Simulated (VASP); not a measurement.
# HfO2 (Fm-3m) in VASP: settings compared

HfO2 is run at these levels: PBE, r2SCAN; tasks: single point.

Everything below comes from runs of VASP 6.6.1. Logs are shortened: lines on timing, memory, paths and dates and some standing lists are left out, and cuts for length are marked.

## (1) The cell of the first run

The structure is cubic, space group Fm-3m (No. 225). Conventional cell: a = 5.058 Å, b = 5.058 Å, c = 5.058 Å, α = 90.00°, β = 90.00°, γ = 90.00°. Hf (site symmetry m-3m) has 8 O at 2.19 Å within 2.9 Å. O (site symmetry -43m) has 4 Hf at 2.19 Å and 6 O at 2.53 Å within 2.9 Å.

## (2) Single point, PBE

File INCAR:

```
SYSTEM = HfO2
PREC = Accurate
ENCUT = 520
EDIFF = 1E-7
ISMEAR = 0
SIGMA = 0.01
LREAL = .FALSE.
LASPH = .TRUE.
NELM = 100
ALGO = Normal
ISIF = 2
LWAVE = .FALSE.
LCHARG = .FALSE.
GGA = PE
NBANDS = 18
```

File KPOINTS:

```
regular mesh
0
G
  4 4 4
  0 0 0
```

File POSCAR:

```
HfO2
1.0
    0.0000000000      2.5291823175      2.5291823175
    2.5291823175      0.0000000000      2.5291823175
    2.5291823175      2.5291823175      0.0000000000
Hf O
1 2
Direct
    0.0000000000      0.0000000000      0.0000000000
    0.2500000000      0.2500000000      0.2500000000
    0.7500000000      0.7500000000      0.7500000000
```

Potentials or basis: VASP PAW PBE potentials, release 64 (Hf_pv, O).

Launch:

```bash
> cat potpaw_PBE.64/Hf_pv/POTCAR potpaw_PBE.64/O/POTCAR > POTCAR
> mpirun -np 1 vasp_std > vasp.out
```

OUTCAR:

```text
SYSTEM = HfO2
   PREC = Accurate
   ENCUT = 520
   EDIFF = 1E-7
   ISMEAR = 0
   LREAL = .FALSE.
   LASPH = .TRUE.
   NELM = 100
   ISIF = 2
   GGA = PE

 ion  position               nearest neighbor table
   1  0.000  0.000  0.000-   3 2.19   3 2.19   3 2.19   2 2.19   3 2.19   2 2.19   2 2.19   2 2.19

   2  0.250  0.250  0.250-   1 2.19   1 2.19   1 2.19   1 2.19
   3  0.750  0.750  0.750-   1 2.19   1 2.19   1 2.19   1 2.19

  LATTYP: Found a face centered cubic cell.
 ALAT       =     5.0583646350

  Lattice vectors:

 A1 = (   0.0000000000,   2.5291823175,   2.5291823175)
 A2 = (   2.5291823175,   0.0000000000,   2.5291823175)
 A3 = (   2.5291823175,   2.5291823175,   0.0000000000)

Analysis of symmetry for initial positions (statically):
=====================================================================
 Subroutine PRICEL returns:
 Original cell was already a primitive cell.

 Routine SETGRP: Setting up the symmetry group for a
 face centered cubic supercell.

 Subroutine GETGRP returns: Found 48 space group operations
 (whereof 48 operations were pure point group operations)
 out of a pool of 48 trial point group operations.

The static configuration has the point symmetry O_h .

Analysis of symmetry for dynamics (positions and initial velocities):
=====================================================================
 Subroutine PRICEL returns:
 Original cell was already a primitive cell.

 Routine SETGRP: Setting up the symmetry group for a
 face centered cubic supercell.

 Subroutine GETGRP returns: Found 48 space group operations
 (whereof 48 operations were pure point group operations)
 out of a pool of 48 trial point group operations.

The dynamic configuration has the point symmetry O_h .

 Subroutine INISYM returns: Found 48 space group operations
 (whereof 48 operations are pure point group operations),
 and found     1 'primitive' translations

----------------------------------------------------------------------------------------

                                     Primitive cell

  volume of cell :      32.3572

  direct lattice vectors                    reciprocal lattice vectors
     0.000000000  2.529182318  2.529182318    -0.197692352  0.197692352  0.197692352
     2.529182318  0.000000000  2.529182318     0.197692352 -0.197692352  0.197692352
     2.529182318  2.529182318  0.000000000     0.197692352  0.197692352 -0.197692352

  length of vectors
     3.576803935  3.576803935  3.576803935     0.342413197  0.342413197  0.342413197

  position of ions in fractional coordinates (direct lattice)
     0.000000000  0.000000000  0.000000000
     0.250000000  0.250000000  0.250000000
     0.750000000  0.750000000  0.750000000

  ion indices of the primitive-cell ions
   primitive index   ion index
                 1           1
                 2           2
                 3           3

----------------------------------------------------------------------------------------

 KPOINTS: regular mesh

Automatic generation of k-mesh.
 Grid dimensions read from file:
 generate k-points for:    4    4    4

 Generating k-lattice:

  Cartesian coordinates                     Fractional coordinates (reciprocal lattice)
    -0.049423088  0.049423088  0.049423088     0.250000000  0.000000000  0.000000000
     0.049423088 -0.049423088  0.049423088     0.000000000  0.250000000  0.000000000
     0.049423088  0.049423088 -0.049423088     0.000000000  0.000000000  0.250000000

  Length of vectors
     0.085603299  0.085603299  0.085603299

  Shift w.r.t. Gamma in fractional coordinates (k-lattice)
     0.000000000  0.000000000  0.000000000

 Subroutine IBZKPT returns following result:
 ===========================================

 Found      8 irreducible k-points:

 Following reciprocal coordinates:
            Coordinates               Weight
  0.000000  0.000000  0.000000      1.000000
  0.250000  0.000000  0.000000      8.000000
  0.500000  0.000000  0.000000      4.000000
  0.250000  0.250000  0.000000      6.000000
  0.500000  0.250000  0.000000     24.000000
 -0.250000  0.250000  0.000000     12.000000
  0.500000  0.500000  0.000000      3.000000
 -0.250000  0.500000  0.250000      6.000000
   k-points           NKPTS =      8   k-points in BZ     NKDIM =      8   number of bands    NBANDS=     18
   number of dos      NEDOS =    301   number of ions     NIONS =      3
   total plane-waves  NPLWV =  21952
   dimension x,y,z NGX =    28 NGY =   28 NGZ =   28
   dimension x,y,z NGXF=    56 NGYF=   56 NGZF=   56
   ions per type =               1   2
   NGX,Y,Z   is equivalent  to a cutoff of  13.01, 13.01, 13.01 a.u.
   NGXF,Y,Z  is equivalent  to a cutoff of  26.03, 26.03, 26.03 a.u.
 SYSTEM =  HfO2
   PREC   = accura    normal or accurate (medium, high low for compatibility)
   ISTART =      0    job   : 0-new  1-cont  2-samecut
   ICHARG =      2    charge: 1-file 2-atom 10-const
   ISPIN  =      1    spin polarized calculation?
   LNONCOLLINEAR =      F non collinear calculations
   LSORBIT =      F    spin-orbit coupling
   LASPH  =      T    aspherical Exc in radial PAW
   ENCUT  =  520.0 eV  38.22 Ry    6.18 a.u.   6.65  6.65  6.65*2*pi/ulx,y,z
   NELM   =    100;   NELMIN=  2; NELMDL= -5     # of ELM steps
   EDIFF  = 0.1E-06   stopping-criterion for ELM
   LREAL  =      F    real-space projection
   EDIFFG = 0.1E-05   stopping-criterion for IOM
   NSW    =      0    number of steps for IOM
   IBRION =     -1    ionic relax: 0-MD 1-quasi-New 2-CG
   NFREE  =      0    steps in history (QN), initial steepest desc. (CG)
   ISIF   =      2    stress and relaxation
   ISYM   =      2    0-nonsym 1-usesym 2-fastsym
   POTIM  = 0.5000    time-step for ionic-motion
   TEBEG  =    0.0;   TEEND  =   0.0 temperature during run
   PSTRESS=    0.0 pullay stress
   NELECT =      22.0000    total number of electrons
   NUPDOWN=      -1.0000    fix difference up-down
   EMIN   =  10.00;   EMAX   =-10.00  energy-range for DOS
   EFERMI =   0.00;   METHOD = LEGACY
   ISMEAR =     0;   SIGMA  =   0.01  broadening in eV -4-tet -1-fermi 0-gaus
   EFERMI_NEDOS =   21; number of points for ismear=-14 and -15
   IALGO  =     38    algorithm
   IMIX   =      4    mixing-type and parameters
     AMIX     =   0.40;   BMIX     =  1.00
     AMIX_MAG =   1.60;   BMIX_MAG =  1.00
  volume/ion in A,a.u.               =      10.79        72.79
  Fermi-wavevector in a.u.,A,eV,Ry     =   1.439546  2.720348 28.195259  2.072293
  Thomas-Fermi vector in A             =   2.558390
   LORBIT       =      0    0 simple, 1 ext, 2 COOP (PROOUT), +10 PAW based schemes
   GGA     = PE    functional components
   LHFCALC =     F    Hartree Fock is set to
   AEXX    =    0.0000 exact exchange contribution
   IVDW    =     0    specifies the selected vdW correction
   LEPSILON=     F    determine dielectric tensor
   LRPA    =     F    only Hartree local field effects (RPA)
 non-spin polarized calculation
 Gauss-broadening in eV      SIGMA  =   0.01
  energy-cutoff  :      520.00
  volume of cell :       32.36
 maximum number of plane-waves:       893
 NGX is ok and might be reduce to    28
   NGX = 13   NGY = 13   NGZ = 13

 number of electron      21.9999992 magnetization

 Free energy of the ion-electron system (eV)
  ---------------------------------------------------
  ext. energy  EPLUGINS =         0.00000000
  ---------------------------------------------------
  free energy    TOTEN  =       -30.24510126 eV

  energy without entropy =      -30.24510126  energy(sigma->0) =      -30.24510126

 E-fermi :   4.4048     XC(G=0): -11.8753

 val. band max:        4.3388167944   @ k =   0.5000   0.5000   0.0000
 cond. band min:       8.1587862575   @ k =   0.5000   0.5000   0.0000
 fundamental gap:      3.8199694631
 Fermi energy:         4.4047936037

 k-point     1 :       0.0000    0.0000    0.0000
  band No.  band energies     occupation
      1     -25.3170      2.00000
      2     -25.3170      2.00000
      3     -25.3170      2.00000
      4     -14.4369      2.00000
      5     -11.3689      2.00000
      6      -1.0462      2.00000
      7      -1.0462      2.00000
      8      -1.0462      2.00000
      9       3.7286      2.00000
     10       3.7286      2.00000
     11       3.7286      2.00000
     12       8.2360      0.00000
     13       8.2360      0.00000
     14      10.2309      0.00000
     15      14.8481      0.00000
     16      14.8481      0.00000
     17      14.8481      0.00000
     18      17.8700      0.00000

 k-point     2 :       0.2500    0.0000    0.0000
  band No.  band energies     occupation
      1     -25.5486      2.00000
      2     -25.3427      2.00000
      3     -25.3427      2.00000
      4     -13.7248      2.00000
      5     -11.8872      2.00000
      6      -0.5194      2.00000
      7      -0.5194      2.00000
      8       0.3531      2.00000
      9       2.3637      2.00000
     10       2.9202      2.00000
     11       2.9202      2.00000
     12       8.9672      0.00000
     13       8.9672      0.00000
     14      11.4513      0.00000
     15      13.6412      0.00000
     16      14.0965      0.00000
     17      14.0965      0.00000
     18      17.0783      0.00000

 k-point     3 :       0.5000    0.0000    0.0000
  band No.  band energies     occupation
      1     -25.7631      2.00000
      2     -25.3682      2.00000
      3     -25.3682      2.00000
      4     -13.1926      2.00000
      5     -12.0683      2.00000
      6      -0.0030      2.00000
      7      -0.0030      2.00000
      8       1.2845      2.00000
      9       1.5956      2.00000
     10       2.4998      2.00000
     11       2.4998      2.00000
     12       8.9729      0.00000
     13       8.9729      0.00000
     14      11.3887      0.00000
     15      13.4280      0.00000
     16      13.7943      0.00000
     17      13.7943      0.00000
     18      16.9919      0.00000

 k-point     4 :       0.2500    0.2500    0.0000
  band No.  band energies     occupation
      1     -25.5654      2.00000
      2     -25.3807      2.00000
      3     -25.3807      2.00000
      4     -13.4206      2.00000
      5     -12.0906      2.00000
      6      -0.3682      2.00000
      7      -0.3682      2.00000
      8       0.2439      2.00000
      9       1.2549      2.00000
     10       3.6614      2.00000
     11       3.6614      2.00000
     12       8.8652      0.00000
     13       8.9644      0.00000
     14      12.6350      0.00000
     15      13.2072      0.00000
     16      13.2072      0.00000
     17      13.4819      0.00000
     18      17.7606      0.00000

 k-point     5 :       0.5000    0.2500    0.0000
  band No.  band energies     occupation
      1     -25.7018      2.00000
      2     -25.4870      2.00000
      3     -25.4061      2.00000
      4     -12.7496      2.00000
      5     -12.3393      2.00000
      6      -0.9705      2.00000
      7       0.2616      2.00000
      8       0.4166      2.00000
      9       2.6391      2.00000
     10       2.9939      2.00000
     11       3.1347      2.00000
     12       8.8713      0.00000
     13       9.4544      0.00000
     14      11.5124      0.00000
     15      12.3941      0.00000
     16      13.0564      0.00000
     17      15.5380      0.00000
     18      17.6905      0.00000

 k-point     6 :      -0.2500    0.2500    0.0000
  band No.  band energies     occupation
      1     -25.6376      2.00000
      2     -25.5018      2.00000
      3     -25.3684      2.00000
      4     -12.9693      2.00000
      5     -12.2778      2.00000
      6      -0.6536      2.00000
      7       0.6170      2.00000
      8       0.6566      2.00000
      9       1.5325      2.00000
     10       2.2374      2.00000
     11       3.6348      2.00000
     12       8.6900      0.00000
     13       9.6329      0.00000
     14      11.7189      0.00000
     15      12.2660      0.00000
     16      13.6038      0.00000
     17      15.2492      0.00000
     18      17.5004      0.00000

 k-point     7 :       0.5000    0.5000    0.0000
  band No.  band energies     occupation
      1     -25.7891      2.00000
      2     -25.4437      2.00000
      3     -25.4437      2.00000
      4     -12.6737      2.00000
      5     -12.2361      2.00000
      6      -2.1738      2.00000
      7       0.8610      2.00000
      8       0.8610      2.00000
      9       2.8006      2.00000
     10       2.8006      2.00000
     11       4.3388      2.00000
     12       8.1588      0.00000
     13       9.8791      0.00000
     14      11.0371      0.00000
     15      12.5613      0.00000
     16      12.5613      0.00000
     17      17.6585      0.00000
     18      17.8175      0.00000

 k-point     8 :      -0.2500    0.5000    0.2500
  band No.  band energies     occupation
      1     -25.6201      2.00000
      2     -25.6201      2.00000
      3     -25.4459      2.00000
      4     -12.4493      2.00000
      5     -12.4493      2.00000
      6      -0.9890      2.00000
      7      -0.7501      2.00000
      8       1.7672      2.00000
      9       1.7672      2.00000
     10       2.9417      2.00000
     11       4.1292      2.00000
     12       9.1951      0.00000
     13       9.5299      0.00000
     14      11.4804      0.00000
     15      11.4804      0.00000
     16      12.7131      0.00000
     17      17.2922      0.00000
     18      17.8212      0.00000

------------------------ aborting loop because EDIFF is reached ----------------------------------------

  FORCE on cell =-STRESS in cart. coord.  units (eV):
  Direction    XX          YY          ZZ          XY          YZ          ZX
  --------------------------------------------------------------------------------------
  -------------------------------------------------------------------------------------
  Total        0.4296066      0.4296066      0.4296066     -0.0000000     -0.0000000      0.0000000
  in kB       21.2721371     21.2721371     21.2721371     -0.0000000     -0.0000000      0.0000000
  external PRESSURE =      21.2721371 kB  Pullay stress =       0.0000000 kB

 VOLUME and BASIS-vectors are now :
 -----------------------------------------------------------------------------
  energy-cutoff  :      520.00
  volume of cell :       32.36
      direct lattice vectors                 reciprocal lattice vectors
     0.000000000  2.529182318  2.529182318    -0.197692352  0.197692352  0.197692352
     2.529182318  0.000000000  2.529182318     0.197692352 -0.197692352  0.197692352
     2.529182318  2.529182318  0.000000000     0.197692352  0.197692352 -0.197692352

 POSITION                                       TOTAL-FORCE (eV/Angst)
 -----------------------------------------------------------------------------------
      0.00000      0.00000      0.00000         0.000000      0.000000     -0.000000
      1.26459      1.26459      1.26459         0.000000     -0.000000     -0.000000
      3.79377      3.79377      3.79377        -0.000000      0.000000      0.000000
 -----------------------------------------------------------------------------------
    total drift:                                0.000000      0.000000      0.000000

  FREE ENERGIE OF THE ION-ELECTRON SYSTEM (eV)
  ---------------------------------------------------
  free  energy   TOTEN  =       -30.2451012625 eV

  energy  without entropy=      -30.2451012625  energy(sigma->0) =      -30.24510126
```

Run time: 12 s. Hardware: 1 thread of Intel Xeon 8259CL, shared host; peak memory 0.15 GiB.

Results:

* Free energy: -30.2451 eV
* Pressure: 2.1 GPa
* Band gap on the k mesh: 3.82 eV, direct

Caveat: the k points lie up to 0.54 Å⁻¹ apart; spin-orbit coupling is left out, which moves the levels of the heavy elements.

## (3) Single point, PBE

File INCAR:

```
ALGO = Normal
EDIFF = 1E-6
ENCUT = 520
GGA = PE
ISIF = 2
ISMEAR = 0
LASPH = True
LCHARG = True
LELF = True
LREAL = False
LVHAR = True
LWAVE = False
NBANDS = 18
NELM = 60
PREC = Accurate
SIGMA = 0.01
```

File KPOINTS:

```
k-points
0
Gamma
  4 4 4
```

POSCAR is that of step 2.

Potentials or basis: VASP PAW PBE potentials, release 64 (Hf_pv, O).

Launch:

```bash
> cat potpaw_PBE.64/Hf_pv/POTCAR potpaw_PBE.64/O/POTCAR > POTCAR
> mpirun -np 1 vasp_std > vasp.out
```

Wall time 11 s (1 thread of Intel Xeon 8259CL, shared host); peak memory 0.15 GiB.

It converged, with:

```
Free energy            : -30.2451 eV
Pressure               : 2.1 GPa
Band gap on the k mesh : 3.82 eV, direct
```

Levels at points of the mesh, in eV from the valence-band top:
```
           k point  band 8  band 9  band 10  band 11  band 12  band 13  band 14  band 15
(0.00, 0.00, 0.00)   -5.38   -0.61    -0.61    -0.61     3.90     3.90     5.89    10.51
(0.50, 0.00, 0.00)   -3.05   -2.74    -1.84    -1.84     4.63     4.63     7.05     9.09
(0.50, 0.50, 0.00)   -3.48   -1.54    -1.54     0.00     3.82     5.54     6.70     8.22
```

Caveat: the k points lie up to 0.54 Å⁻¹ apart; spin-orbit coupling is left out, which moves the levels of the heavy elements. A hybrid or GW would open this gap; PBE tends to underestimate it.

## (4) Single point, r2SCAN

POSCAR is that of step 3.

File INCAR.step1:

```
ALGO     = Normal         # electronic algorithm
EDIFF    = 1E-4           # SCF threshold, eV
ENCUT    = 520            # plane-wave cutoff, eV
GGA      = PE             # functional
ISMEAR   = 0              # smearing method
LASPH    = True           # aspherical terms in the spheres
LCHARG   = False          # write CHGCAR
LREAL    = False          # projectors in reciprocal space
LWAVE    = True           # write WAVECAR
NBANDS   = 18             # bands
NELM     = 100            # most SCF steps
PREC     = Accurate       # precision mode
SIGMA    = 0.01           # smearing width, eV
```

File INCAR.step2:

```
ALGO     = Normal         # electronic algorithm
EDIFF    = 1E-6           # SCF threshold, eV
ENCUT    = 520            # plane-wave cutoff, eV
ISIF     = 2              # what is computed and relaxed
ISMEAR   = 0              # smearing method
ISTART   = 1            
LASPH    = True           # aspherical terms in the spheres
LCHARG   = True           # write CHGCAR
LELF     = True           # ELF
LMIXTAU  = True         
LREAL    = False          # projectors in reciprocal space
LVHAR    = True         
LWAVE    = False          # write WAVECAR
METAGGA  = R2SCAN         # meta-GGA
NBANDS   = 18             # bands
NELM     = 100            # most SCF steps
PREC     = Accurate       # precision mode
SIGMA    = 0.01           # smearing width, eV
```

KPOINTS is that of step 3.

Launch:

```bash
> cat potpaw_PBE.64/Hf_pv/POTCAR potpaw_PBE.64/O/POTCAR > POTCAR
> cp INCAR.step1 INCAR
> mpirun -np 1 vasp_std > vasp.out
> cp INCAR.step2 INCAR
> mpirun -np 1 vasp_std > vasp.out
```

Run time: 53 s. Hardware: 1 thread of Intel Xeon 8259CL, shared host; peak memory 0.16 GiB.

The run converged. Its results:

* Free energy: -68.5467 eV
* Pressure: -3.9 GPa
* Band gap on the k mesh: 4.32 eV, direct

Levels at points of the mesh, in eV from the valence-band top:
```tsv
k point	band 7	band 8	band 9	band 10	band 11	band 12	band 13	band 14	band 15	band 16
(0.00, 0.00, 0.00)	-5.48	-5.48	-0.64	-0.64	-0.64	4.42	4.42	6.52	11.09	11.09
(0.50, 0.00, 0.00)	-4.40	-3.08	-2.82	-1.90	-1.90	5.13	5.13	7.56	9.64	10.02
(0.50, 0.50, 0.00)	-3.60	-3.60	-1.56	-1.56	0.00	4.32	6.05	7.24	8.73	8.73
```

Caveat: the k points lie up to 0.54 Å⁻¹ apart; the PAW data sets were made with another functional, which shifts forces and pressure a little; spin-orbit coupling is left out, which moves the levels of the heavy elements.
